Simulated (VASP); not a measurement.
# Te (P6_3/mmc) in VASP: a series of runs

Runs on Te. Level: PBE+D3(BJ). Tasks: single point.

All numbers are computed with VASP 6.6.1; they aren't measurements. Logs are shortened: lines on timing, memory, paths and dates and some standing lists are left out, and cuts for length are marked.

## 1. The cell of the first run

The structure is hexagonal, space group P6_3/mmc (No. 194). The conventional cell has a = 3.330 Å, b = 3.330 Å, c = 5.438 Å, α = 90.00°, β = 90.00°, γ = 120.00°. Within 4.4 Å of Te (site symmetry -6m2) lie 12 Te at 3.33 Å.

## 2. Single point, PBE+D3(BJ)

Input file INCAR:

```
SYSTEM = Te
ALGO     = Normal         ! electronic algorithm
EDIFF    = 1E-6           ! SCF threshold, eV
ENCUT    = 520            ! plane-wave cutoff, eV
GGA      = PE             ! functional
ISIF     = 2              ! what is computed and relaxed
ISMEAR   = -1             ! smearing method
IVDW     = 12             ! dispersion correction
LASPH    = .TRUE.         ! aspherical terms in the spheres
LCHARG   = .FALSE.        ! write CHGCAR
LREAL    = .FALSE.        ! projectors in reciprocal space
LWAVE    = .FALSE.        ! write WAVECAR
NBANDS   = 13             ! bands
NELM     = 100            ! most SCF steps
PREC     = Accurate       ! precision mode
SIGMA    = 0.05           ! smearing width, eV
```

Input file KPOINTS:

```
k-points
0
G
  14 14 8
  0 0 0
```

Input file POSCAR:

```
Te
1.0
    3.3300000000      0.0000000000      0.0000000000
   -1.6650000000      2.8838645946      0.0000000000
    0.0000000000      0.0000000000      5.4378900000
Te
2
Direct
    0.3333333333      0.6666666667      0.2500000000
    0.6666666667      0.3333333333      0.7500000000
```

Potentials or basis: VASP PAW PBE potentials, release 64 (Te).

Run with:

```bash
$ cat potpaw_PBE.64/Te/POTCAR > POTCAR
$ mpirun -np 1 vasp_std > vasp.out
```

OUTCAR:

```text
SYSTEM = Te
   EDIFF = 1E-6
   ENCUT = 520
   GGA = PE
   ISIF = 2
   ISMEAR = -1
   IVDW = 12
   LASPH = .TRUE.
   LREAL = .FALSE.
   NELM = 100
   PREC = Accurate
 IVDW          = 12

 ion  position               nearest neighbor table
   1  0.333  0.667  0.250-   2 3.33   2 3.33   2 3.33   2 3.33   2 3.33   2 3.33
   2  0.667  0.333  0.750-   1 3.33   1 3.33   1 3.33   1 3.33   1 3.33   1 3.33

  LATTYP: Found a hexagonal cell.
 ALAT       =     3.3300000000
 C/A-ratio  =     1.6330000000

  Lattice vectors:

 A1 = (   3.3300000000,   0.0000000000,   0.0000000000)
 A2 = (  -1.6650000000,   2.8838645946,   0.0000000000)
 A3 = (   0.0000000000,   0.0000000000,   5.4378900000)

Analysis of symmetry for initial positions (statically):
=====================================================================
 Subroutine PRICEL returns:
 Original cell was already a primitive cell.

 Routine SETGRP: Setting up the symmetry group for a
 hexagonal supercell.

 Subroutine GETGRP returns: Found 24 space group operations
 (whereof 12 operations were pure point group operations)
 out of a pool of 24 trial point group operations.

The static configuration has the point symmetry D_3d.
 The point group associated with its full space group is D_6h.

Analysis of symmetry for dynamics (positions and initial velocities):
=====================================================================
 Subroutine PRICEL returns:
 Original cell was already a primitive cell.

 Routine SETGRP: Setting up the symmetry group for a
 hexagonal supercell.

 Subroutine GETGRP returns: Found 24 space group operations
 (whereof 12 operations were pure point group operations)
 out of a pool of 24 trial point group operations.

The dynamic configuration has the point symmetry D_3d.
 The point group associated with its full space group is D_6h.

 Subroutine INISYM returns: Found 24 space group operations
 (whereof 12 operations are pure point group operations),
 and found     1 'primitive' translations

----------------------------------------------------------------------------------------

                                     Primitive cell

  volume of cell :      52.2215

  direct lattice vectors                    reciprocal lattice vectors
     3.330000000  0.000000000  0.000000000     0.300300300  0.173378459  0.000000000
    -1.665000000  2.883864595  0.000000000     0.000000000  0.346756918  0.000000000
     0.000000000  0.000000000  5.437890000     0.000000000  0.000000000  0.183894856

  length of vectors
     3.330000000  3.330000000  5.437890000     0.346756918  0.346756918  0.183894856

  position of ions in fractional coordinates (direct lattice)
     0.333333333  0.666666667  0.250000000
     0.666666667  0.333333333  0.750000000

  ion indices of the primitive-cell ions
   primitive index   ion index
                 1           1
                 2           2

----------------------------------------------------------------------------------------

 KPOINTS: k-points

Automatic generation of k-mesh.
 Grid dimensions read from file:
 generate k-points for:   14   14    8

 Generating k-lattice:

  Cartesian coordinates                     Fractional coordinates (reciprocal lattice)
     0.021450021  0.012384176  0.000000000     0.071428571  0.000000000  0.000000000
     0.000000000  0.024768351  0.000000000     0.000000000  0.071428571  0.000000000
     0.000000000  0.000000000  0.022986857     0.000000000  0.000000000  0.125000000

  Length of vectors
     0.024768351  0.024768351  0.022986857

  Shift w.r.t. Gamma in fractional coordinates (k-lattice)
     0.000000000  0.000000000  0.000000000

 Subroutine IBZKPT returns following result:
 ===========================================

 Found    120 irreducible k-points:

 Following reciprocal coordinates:
            Coordinates               Weight
  0.000000  0.000000  0.000000      1.000000
  0.071429  0.000000  0.000000      6.000000
  0.142857 -0.000000  0.000000      6.000000
  0.214286 -0.000000  0.000000      6.000000
  0.285714  0.000000  0.000000      6.000000
  0.357143  0.000000  0.000000      6.000000
[... 16 lines left out ...]
  0.285714  0.285714  0.000000      6.000000
  0.357143  0.285714  0.000000      6.000000
 [... further k-points ...]
   k-points           NKPTS =    120   k-points in BZ     NKDIM =    120   number of bands    NBANDS=     13
   number of dos      NEDOS =    301   number of ions     NIONS =      2
   total plane-waves  NPLWV =  31360
   dimension x,y,z NGX =    28 NGY =   28 NGZ =   40
   dimension x,y,z NGXF=    56 NGYF=   56 NGZF=   80
   ions per type =               2
   NGX,Y,Z   is equivalent  to a cutoff of  13.98, 13.98, 12.23 a.u.
   NGXF,Y,Z  is equivalent  to a cutoff of  27.96, 27.96, 24.46 a.u.
 SYSTEM =  Te
   PREC   = accura    normal or accurate (medium, high low for compatibility)
   ISTART =      0    job   : 0-new  1-cont  2-samecut
   ICHARG =      2    charge: 1-file 2-atom 10-const
   ISPIN  =      1    spin polarized calculation?
   LNONCOLLINEAR =      F non collinear calculations
   LSORBIT =      F    spin-orbit coupling
   LASPH  =      T    aspherical Exc in radial PAW
   ENCUT  =  520.0 eV  38.22 Ry    6.18 a.u.   6.19  6.19 10.11*2*pi/ulx,y,z
   NELM   =    100;   NELMIN=  2; NELMDL= -5     # of ELM steps
   EDIFF  = 0.1E-05   stopping-criterion for ELM
   LREAL  =      F    real-space projection
   EDIFFG = 0.1E-04   stopping-criterion for IOM
   NSW    =      0    number of steps for IOM
   IBRION =     -1    ionic relax: 0-MD 1-quasi-New 2-CG
   NFREE  =      0    steps in history (QN), initial steepest desc. (CG)
   ISIF   =      2    stress and relaxation
   ISYM   =      2    0-nonsym 1-usesym 2-fastsym
   POTIM  = 0.5000    time-step for ionic-motion
   TEBEG  =    0.0;   TEEND  =   0.0 temperature during run
   PSTRESS=    0.0 pullay stress
   NELECT =      12.0000    total number of electrons
   NUPDOWN=      -1.0000    fix difference up-down
   EMIN   =  10.00;   EMAX   =-10.00  energy-range for DOS
   EFERMI =   0.00;   METHOD = LEGACY
   ISMEAR =    -1;   SIGMA  =   0.05  broadening in eV -4-tet -1-fermi 0-gaus
   EFERMI_NEDOS =   21; number of points for ismear=-14 and -15
   IALGO  =     38    algorithm
   IMIX   =      4    mixing-type and parameters
     AMIX     =   0.40;   BMIX     =  1.00
     AMIX_MAG =   1.60;   BMIX_MAG =  1.00
  volume/ion in A,a.u.               =      26.11       176.20
  Fermi-wavevector in a.u.,A,eV,Ry     =   1.002733  1.894891 13.680303  1.005474
  Thomas-Fermi vector in A             =   2.135240
   LORBIT       =      0    0 simple, 1 ext, 2 COOP (PROOUT), +10 PAW based schemes
   GGA     = PE    functional components
   LHFCALC =     F    Hartree Fock is set to
   AEXX    =    0.0000 exact exchange contribution
   IVDW    =    12    specifies the selected vdW correction
   LEPSILON=     F    determine dielectric tensor
   LRPA    =     F    only Hartree local field effects (RPA)
 non-spin polarized calculation
  energy-cutoff  :      520.00
  volume of cell :       52.22
 maximum number of plane-waves:      1436
 NGX is ok and might be reduce to    28
   NGX = 13   NGY = 13   NGZ = 21

 number of electron      12.0000000 magnetization

 Free energy of the ion-electron system (eV)
  ---------------------------------------------------
  ext. energy  EPLUGINS =         0.00000000
  ---------------------------------------------------
  free energy    TOTEN  =        -5.40102900 eV

  energy without entropy =       -5.38881224  energy(sigma->0) =       -5.39492062

 E-fermi :   9.1161     XC(G=0): -10.4774

 val. band max:        9.0929504323   @ k =   0.2143  -0.0000   0.1250
 cond. band min:       9.1370005315   @ k =   0.4286   0.1429   0.3750
 fundamental gap:      0.0440500992
 Fermi energy:         9.1160884342

 k-point     1 :       0.0000    0.0000    0.0000
  band No.  band energies     occupation
      1      -5.5105      2.00000
      2      -2.2136      2.00000
      3       2.3834      2.00000
      4      10.9808      0.00000
      5      10.9808      0.00000
      6      12.4437      0.00000
      7      12.4437      0.00000
      8      12.5639      0.00000
      9      15.9625      0.00000
     10      17.8137      0.00000
     11      18.5207      0.00000
     12      18.5207      0.00000
     13      19.2655      0.00000

 k-point     2 :       0.0714    0.0000    0.0000
  band No.  band energies     occupation
      1      -5.4244      2.00000
      2      -2.1425      2.00000
      3       2.4738      2.00000
      4      10.1843      0.00000
      5      10.7021      0.00000
      6      11.9739      0.00000
      7      12.4655      0.00000
      8      12.4830      0.00000
      9      16.4092      0.00000
     10      17.3561      0.00000
     11      18.6472      0.00000
     12      18.8672      0.00000
     13      19.5269      0.00000

 k-point     3 :       0.1429   -0.0000    0.0000
  band No.  band energies     occupation
      1      -5.1675      2.00000
      2      -1.9350      2.00000
      3       2.7434      2.00000
      4       8.5797      1.99996
      5      10.1123      0.00000
      6      10.8023      0.00000
      7      12.1910      0.00000
      8      12.3509      0.00000
      9      15.7791      0.00000
     10      18.0468      0.00000
     11      18.1717      0.00000
     12      19.0005      0.00000
     13      19.1995      0.00000
[... 305 lines left out ...]
 k-point    23 :       0.2857    0.2857    0.0000
  band No.  band energies     occupation
      1      -1.9686      2.00000
      2      -0.8735      2.00000
      3       4.0096      2.00000
      4       4.9078      2.00000
      5       6.2361      2.00000
      6       6.3295      2.00000
      7       7.4520      2.00000
      8       8.0631      2.00000
      9      12.7766      0.00000
     10      19.1347      0.00000
     11      19.5384      0.00000
     12      20.1499      0.00000
     13      22.1028      0.00000

 k-point    24 :       0.3571    0.2857    0.0000
  band No.  band energies     occupation
      1      -1.5345      2.00000
      2      -1.1107      2.00000
      3       3.7730      2.00000
      4       5.4587      2.00000
      5       5.6491      2.00000
      6       6.7998      2.00000
      7       7.1222      2.00000
      8       7.5202      2.00000
      9      12.5304      0.00000
     10      19.2786      0.00000
     11      20.7323      0.00000
     12      21.1074      0.00000
     13      21.3899      0.00000

 [... further k-points ...]

------------------------ aborting loop because EDIFF is reached ----------------------------------------

 Edisp (eV)   -1.11669

 E8    (eV) :    -0.5080

  FORCE on cell =-STRESS in cart. coord.  units (eV):
  Direction    XX          YY          ZZ          XY          YZ          ZX
  --------------------------------------------------------------------------------------
  -------------------------------------------------------------------------------------
  Total       1.28952     1.28952    -0.61535     0.00000     0.00000     0.00000
  in kB      39.56307    39.56307   -18.87932     0.00000     0.00000     0.00000
  external pressure =       20.08 kB  Pullay stress =        0.00 kB

 VOLUME and BASIS-vectors are now :
 -----------------------------------------------------------------------------
  energy-cutoff  :      520.00
  volume of cell :       52.22
      direct lattice vectors                 reciprocal lattice vectors
     3.330000000  0.000000000  0.000000000     0.300300300  0.173378459  0.000000000
    -1.665000000  2.883864595  0.000000000     0.000000000  0.346756918  0.000000000
     0.000000000  0.000000000  5.437890000     0.000000000  0.000000000  0.183894856

 POSITION                                       TOTAL-FORCE (eV/Angst)
 -----------------------------------------------------------------------------------
     -0.00000      1.92258      1.35947         0.000000      0.000000      0.000000
      1.66500      0.96129      4.07842        -0.000000     -0.000000      0.000000
 -----------------------------------------------------------------------------------
    total drift:                               -0.000000      0.000000     -0.000000

  FREE ENERGIE OF THE ION-ELECTRON SYSTEM (eV)
  ---------------------------------------------------
  free  energy   TOTEN  =        -6.5177211797 eV

  energy  without entropy=       -6.5055044206  energy(sigma->0) =       -6.51161280
```

Wall time 39 s (1 thread of Intel Xeon Platinum 8375C at 2.90GHz (Ice Lake), shared host); peak memory 0.23 GiB.

What came out:

| Property | Result |
| --- | --- |
| Free energy | -6.5177 eV |
| Pressure | 2.0 GPa |
| Band gap on the k mesh | zero (band 6 reaches 12.44 eV, above the bottom of band 7 at 7.12 eV) |
| Dispersion energy per atom | -0.558 eV |

Caveat: three body term missing; spin-orbit coupling is left out, which moves the levels of the heavy elements; pairwise dispersion overbinds metals, which lowers pressure and volume.

## 3. Single point, PBE+D3(BJ)

This run uses another cell than the first one, of 29.77 Å³/atom, 1.140 times its volume.

Input file INCAR:

```
PREC = Accurate
ENCUT = 520
EDIFF = 1E-6
ISMEAR = -1
SIGMA = 0.05
LREAL = False
LASPH = True
NELM = 100
ALGO = Normal
ISIF = 2
LWAVE = False
LCHARG = False
GGA = PE
IVDW = 12
NBANDS = 13
```

Input file KPOINTS:

```
regular mesh
0
Gamma
  14 14 8
```

Input file POSCAR:

```
Te
1.0
    3.9526990002      0.0000000000      0.0000000000
   -1.9763495001      3.4231377477      0.0000000000
    0.0000000000      0.0000000000      4.4004741890
Te
2
Direct
    0.3333333333      0.6666666667      0.2500000000
    0.6666666667      0.3333333333      0.7500000000
```

Potentials or basis: VASP PAW PBE potentials, release 64 (Te).

Run with:

```bash
$ cat potpaw_PBE.64/Te/POTCAR > POTCAR
$ mpirun -np 1 vasp_std > vasp.out
```

Run time: 46 s. Hardware: 1 thread of Intel Xeon Platinum 8375C at 2.90GHz (Ice Lake), shared host; peak memory 0.23 GiB.

Results (log left out):

* Free energy: -6.9013 eV
* Pressure: -0.3 GPa
* Band gap on the k mesh: zero (band 6 reaches 8.49 eV, above the bottom of band 7 at 6.13 eV)
* Dispersion energy per atom: -0.491 eV

Levels at points of the mesh, in eV from the Fermi level:
| k point | band 4 | band 5 | band 6 | band 7 | band 8 | band 9 |
| --- | --- | --- | --- | --- | --- | --- |
| (0.00, 0.00, 0.00) | -1.75 | -1.75 | 1.01 | 1.01 | 3.12 | 3.59 |
| (0.50, 0.00, 0.00) | -3.34 | -2.85 | -1.10 | -0.79 | 2.17 | 2.86 |
| (0.00, 0.00, 0.50) | -0.50 | -0.33 | -0.33 | -0.33 | -0.33 | 6.52 |
| (0.50, 0.00, 0.50) | -5.78 | -1.42 | -1.42 | 1.01 | 1.01 | 7.14 |

Caveat: three body term missing; spin-orbit coupling is left out, which moves the levels of the heavy elements; pairwise dispersion overbinds metals, which lowers pressure and volume.
